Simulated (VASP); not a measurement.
Runs of VASP 6.6.1 on AgCl. The structure is that of space group F-43m (No. 216), or close to it. The cells are those of the table. 

```tsv
level	cell	smearing	gap on the mesh (eV)	pressure (GPa)
PBE	a = 4.233 Å, angles 60.0°, 2 atoms	fermi-dirac 0.02 eV	1.25	1.1
PBE	a = 4.319, b = 4.319, c = 4.233 Å, angles 60.7, 60.7, 58.7°, 2 atoms	fermi-dirac 0.02 eV	1.28	-0.2
PBE	a = 4.219 Å, angles 60.2°, 2 atoms	fermi-dirac 0.02 eV	(c)	(a)
PBE	a = 4.233, b = 4.286, c = 4.286 Å, angles 59.2, 60.4, 60.4°, 2 atoms	fermi-dirac 0.02 eV	1.27	0.2
PBE	a = 4.233, b = 4.233, c = 4.244 Å, angles 59.9, 59.9, 59.8°, 2 atoms	fermi-dirac 0.02 eV	1.25	1.1
r2SCAN	a = 4.233, b = 4.286, c = 4.286 Å, angles 59.2, 60.4, 60.4°, 2 atoms	gaussian 0.01 eV	1.62	-0.9
r2SCAN	a = 4.219 Å, angles 60.2°, 2 atoms	gaussian 0.01 eV	1.59	0.1
r2SCAN	a = 4.319, b = 4.319, c = 4.233 Å, angles 60.7, 60.7, 58.7°, 2 atoms	gaussian 0.01 eV	1.63	-1.3
r2SCAN	a = 4.233 Å, angles 60.0°, 2 atoms	gaussian 0.01 eV	(b)	-0.1
r2SCAN	a = 4.233, b = 4.233, c = 4.244 Å, angles 59.9, 59.9, 59.8°, 2 atoms	gaussian 0.01 eV	1.59	-0.1
```

Alike in all rows: task single point; potentials or basis VASP PAW PBE potentials, release 64 (Ag, Cl); no spin polarisation; k mesh 8 × 8 × 8; cutoff (eV) 520.

Problem. Fill in the values left out.

Solution. (a) 1.3; (b) 1.60; (c) 1.24.

Caveats: the PAW data sets were made with another functional, which shifts forces and pressure a little (at least some runs).

A k mesh can miss the band edges, and the runs leave out spin-orbit coupling on Ag.
